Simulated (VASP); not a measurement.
# FeGe (P2_13) in VASP: relaxation of cell and atoms with PBE

Aim: the relaxation of cell and atoms of FeGe with PBE.

Everything below comes from runs of VASP 6.6.1. Logs are shortened: lines on timing, memory, paths and dates and some standing lists are left out, and cuts for length are marked.

### 1 The cell of the first run

The structure is cubic, space group P2_13 (No. 198). Conventional cell: a = 4.689 Å, b = 4.689 Å, c = 4.689 Å, α = 90.00°, β = 90.00°, γ = 90.00°. Within 3.1 Å of Fe (site symmetry 3) lie 7 Ge at 2.38 to 2.64 Å and 6 Fe at 2.87 Å. Ge (site symmetry 3) has 7 Fe at 2.38 to 2.64 Å and 6 Ge at 2.90 Å within 3.1 Å.

### 2 Relaxation of cell and atoms, PBE, collinear spin, ferromagnetic start

File INCAR:

```
PREC = Accurate
ENCUT = 600
EDIFF = 1E-7
ISMEAR = 0
SIGMA = 0.05
LREAL = F
LASPH = T
NELM = 150
ALGO = Normal
ISIF = 3
LWAVE = F
LCHARG = F
ISPIN = 2
MAGMOM = 2.5 2.5 2.5 2.5 0 0 0 0
LORBIT = 11
LMAXMIX = 4
GGA = PE
IBRION = 2
NSW = 80
EDIFFG = -0.03
```

File KPOINTS:

```
Automatic mesh
0
Gamma
  4 4 4
```

File POSCAR:

```
FeGe
1.0
    4.6890000000      0.0000000000      0.0000000000
    0.0000000000      4.6890000000      0.0000000000
    0.0000000000      0.0000000000      4.6890000000
Fe Ge
4 4
Direct
    0.1350000000      0.1350000000      0.1350000000
    0.3650000000      0.8650000000      0.6350000000
    0.6350000000      0.3650000000      0.8650000000
    0.8650000000      0.6350000000      0.3650000000
    0.8420000000      0.8420000000      0.8420000000
    0.6580000000      0.1580000000      0.3420000000
    0.3420000000      0.6580000000      0.1580000000
    0.1580000000      0.3420000000      0.6580000000
```

Potentials or basis: VASP PAW PBE potentials, release 64 (Fe, Ge_d).

On the command line:

```
cat potpaw_PBE.64/Fe/POTCAR potpaw_PBE.64/Ge_d/POTCAR > POTCAR
mpirun -np 1 vasp_std > vasp.out
```

OUTCAR:

```text
PREC = Accurate
   ENCUT = 600
   EDIFF = 1E-7
   ISMEAR = 0
   LREAL = F
   LASPH = T
   NELM = 150
   ISIF = 3
   ISPIN = 2
   LORBIT = 11
   GGA = PE
   IBRION = 2
   NSW = 80
   EDIFFG = -0.03

 ion  position               nearest neighbor table
   1  0.135  0.135  0.135-   5 2.38   8 2.44   7 2.44   6 2.44   7 2.64   8 2.64   6 2.64   2 2.87
                             4 2.87   2 2.87   4 2.87   3 2.87   3 2.87
   2  0.365  0.865  0.635-   6 2.38   7 2.44   5 2.44   8 2.44   7 2.64   8 2.64   5 2.64   1 2.87
                             3 2.87   1 2.87   3 2.87   4 2.87   4 2.87
   3  0.635  0.365  0.865-   7 2.38   6 2.44   5 2.44   8 2.44   8 2.64   6 2.64   5 2.64   4 2.87
                             2 2.87   2 2.87   4 2.87   1 2.87   1 2.87
   4  0.865  0.635  0.365-   8 2.38   5 2.44   7 2.44   6 2.44   6 2.64   5 2.64   7 2.64   3 2.87
                             1 2.87   1 2.87   3 2.87   2 2.87   2 2.87
   5  0.842  0.842  0.842-   1 2.38   4 2.44   3 2.44   2 2.44   3 2.64   4 2.64   2 2.64   6 2.90
                             7 2.90   8 2.90   6 2.90   8 2.90   7 2.90
   6  0.658  0.158  0.342-   2 2.38   3 2.44   1 2.44   4 2.44   3 2.64   4 2.64   1 2.64   8 2.90
                             5 2.90   5 2.90   7 2.90   7 2.90   8 2.90
   7  0.342  0.658  0.158-   3 2.38   2 2.44   1 2.44   4 2.44   4 2.64   2 2.64   1 2.64   8 2.90
                             5 2.90   8 2.90   6 2.90   6 2.90   5 2.90
   8  0.158  0.342  0.658-   4 2.38   1 2.44   3 2.44   2 2.44   2 2.64   1 2.64   3 2.64   7 2.90
                             5 2.90   7 2.90   5 2.90   6 2.90   6 2.90

  LATTYP: Found a simple cubic cell.
 ALAT       =     4.6890000000

  Lattice vectors:

 A1 = (   4.6890000000,   0.0000000000,   0.0000000000)
 A2 = (   0.0000000000,   4.6890000000,   0.0000000000)
 A3 = (   0.0000000000,   0.0000000000,   4.6890000000)

Analysis of symmetry for initial positions (statically):
=====================================================================
 Subroutine PRICEL returns:
 Original cell was already a primitive cell.

 Routine SETGRP: Setting up the symmetry group for a
 simple cubic supercell.

 Subroutine GETGRP returns: Found 12 space group operations
 (whereof  3 operations were pure point group operations)
 out of a pool of 48 trial point group operations.

The static configuration has the point symmetry C_3 .
 The point group associated with its full space group is T   .

Analysis of symmetry for dynamics (positions and initial velocities):
=====================================================================
 Subroutine PRICEL returns:
 Original cell was already a primitive cell.

 Routine SETGRP: Setting up the symmetry group for a
[... 169 lines left out ...]
  ---------------------------------------------------
  free energy    TOTEN  =       -51.81622155 eV

  energy without entropy =      -51.80550732  energy(sigma->0) =      -51.81086443

------------------------ aborting loop because EDIFF is reached ----------------------------------------

  FORCE on cell =-STRESS in cart. coord.  units (eV):
  Direction    XX          YY          ZZ          XY          YZ          ZX
  --------------------------------------------------------------------------------------
  -------------------------------------------------------------------------------------
  Total       -1.4340110     -1.4340110     -1.4340110      0.0000000      0.0000000      0.0000000
  in kB      -22.2854991    -22.2854991    -22.2854991      0.0000000      0.0000000      0.0000000
  external PRESSURE =     -22.2854991 kB  Pullay stress =       0.0000000 kB
[... 71 lines left out ...]
--------------------------------------- Ionic step        3  -------------------------------------------

 number of electron      88.0000012 magnetization       4.1627041

 Free energy of the ion-electron system (eV)
  ---------------------------------------------------
  ext. energy  EPLUGINS =         0.00000000
  ---------------------------------------------------
  free energy    TOTEN  =       -51.82704851 eV

  energy without entropy =      -51.81564895  energy(sigma->0) =      -51.82134873

 E-fermi :   8.1785     XC(G=0): -12.9609

 val. band max:        8.1662935216   @ k =   0.2500   0.0000   0.0000
 cond. band min:       8.1794578933   @ k =   0.2500   0.2500   0.2500
 fundamental gap:      0.0131643717
 Fermi energy:         8.1784826976

 spin component 1

 k-point     1 :       0.0000    0.0000    0.0000
  band No.  band energies     occupation
      1     -16.4904      1.00000
      2     -16.4904      1.00000
      3     -16.4904      1.00000
      4     -16.4525      1.00000
      5     -16.4525      1.00000
      6     -16.4525      1.00000
[... 638 lines left out ...]
     55      13.6373      0.00000
     56      13.6373      0.00000
 Fermi energy:         8.1784826976

 spin component 2

 k-point     1 :       0.0000    0.0000    0.0000
  band No.  band energies     occupation
      1     -16.5077      1.00000
      2     -16.5077      1.00000
      3     -16.5077      1.00000
      4     -16.4687      1.00000
      5     -16.4687      1.00000
      6     -16.4687      1.00000
[... 638 lines left out ...]
     55      13.8007      0.00000
     56      13.8007      0.00000
 [bands above 56 left out]

------------------------ aborting loop because EDIFF is reached ----------------------------------------

  FORCE on cell =-STRESS in cart. coord.  units (eV):
  Direction    XX          YY          ZZ          XY          YZ          ZX
  --------------------------------------------------------------------------------------
  -------------------------------------------------------------------------------------
  Total        0.0149148      0.0149148      0.0149148      0.0000000     -0.0000000      0.0000000
  in kB        0.2353077      0.2353077      0.2353077      0.0000000     -0.0000000      0.0000000
  external PRESSURE =       0.2353077 kB  Pullay stress =       0.0000000 kB
[... 23 lines left out ...]
  FREE ENERGIE OF THE ION-ELECTRON SYSTEM (eV)
  ---------------------------------------------------
  free  energy   TOTEN  =       -51.8270485064 eV

  energy  without entropy=      -51.8156489529  energy(sigma->0) =      -51.82134873

 reached required accuracy - stopping structural energy minimisation

 total charge

# of ion       s       p       d       tot
------------------------------------------
    1        0.379   0.502   6.467   7.348
    2        0.379   0.502   6.467   7.348
    3        0.379   0.502   6.467   7.348
    4        0.379   0.502   6.467   7.348
    5        1.115   1.244  10.119  12.479
    6        1.115   1.244  10.119  12.479
    7        1.115   1.244  10.119  12.479
    8        1.115   1.244  10.119  12.479
--------------------------------------------------
tot          5.979   6.984  66.344  79.307

 magnetization (x)

# of ion       s       p       d       tot
------------------------------------------
    1       -0.000  -0.005   1.160   1.154
    2       -0.000  -0.005   1.160   1.154
    3       -0.000  -0.005   1.160   1.154
    4       -0.000  -0.005   1.160   1.154
    5       -0.011  -0.061  -0.006  -0.079
    6       -0.011  -0.061  -0.006  -0.079
    7       -0.011  -0.061  -0.006  -0.079
    8       -0.011  -0.061  -0.006  -0.079
--------------------------------------------------
tot         -0.047  -0.267   4.616   4.302
```

Wall time 3.9 min (1 thread of Intel Xeon 6975P-C (Granite Rapids), shared host); peak memory 0.35 GiB.

Results:

| Quantity | Value |
| --- | --- |
| Free energy | -51.8270 eV |
| Relaxed volume | 12.69 Å³/atom |
| Relaxed cell | a = 4.665 Å, b = 4.665 Å, c = 4.665 Å, α = 90.00°, β = 90.00°, γ = 90.00° |
| Space group after relaxing (to 0.05 Å) | P2_13 (No. 198) |
| Energy gained by relaxing | 1.4 meV/atom |
| Ionic steps | 3 |
| Pressure after relaxing | 0.0 GPa |
| Largest force after relaxing | 0.029 eV/Å |
| Net moment | 4.16 μB per cell |
| Site moments | Fe +1.15; Ge -0.08 μB |
| Valence electrons inside the program's atomic spheres | Fe 7.35; Ge 12.48 |

Forces in eV/Å, atoms in the order of the input:
```
Fe   0.008  0.008  0.008
Fe  -0.008 -0.008  0.008
Fe   0.008 -0.008 -0.008
Fe  -0.008  0.008 -0.008
Ge  -0.017 -0.017 -0.017
Ge   0.017  0.017 -0.017
Ge  -0.017  0.017  0.017
Ge   0.017 -0.017  0.017
```

The path:
| step | energy change (eV) | largest force (eV/Å) | pressure (GPa) | volume (Å³) |
| --- | --- | --- | --- | --- |
| 1 | 0.0000 | 0.0419 | -2.23 | 103.10 |
| 2 | -0.0049 | 0.0622 | 1.81 | 100.44 |
| 3 | -0.0108 | 0.0293 | 0.02 | 101.55 |

Final structure:
```
Fe Ge
1.0
     4.66549    0.00000    0.00000
     0.00000    4.66549    0.00000
     0.00000    0.00000    4.66549
Fe Ge
4 4
Direct
  0.13486 0.13486 0.13486
  0.36514 0.86514 0.63486
  0.63486 0.36514 0.86514
  0.86514 0.63486 0.36514
  0.84191 0.84191 0.84191
  0.65809 0.15809 0.34191
  0.34191 0.65809 0.15809
  0.15809 0.34191 0.65809
```
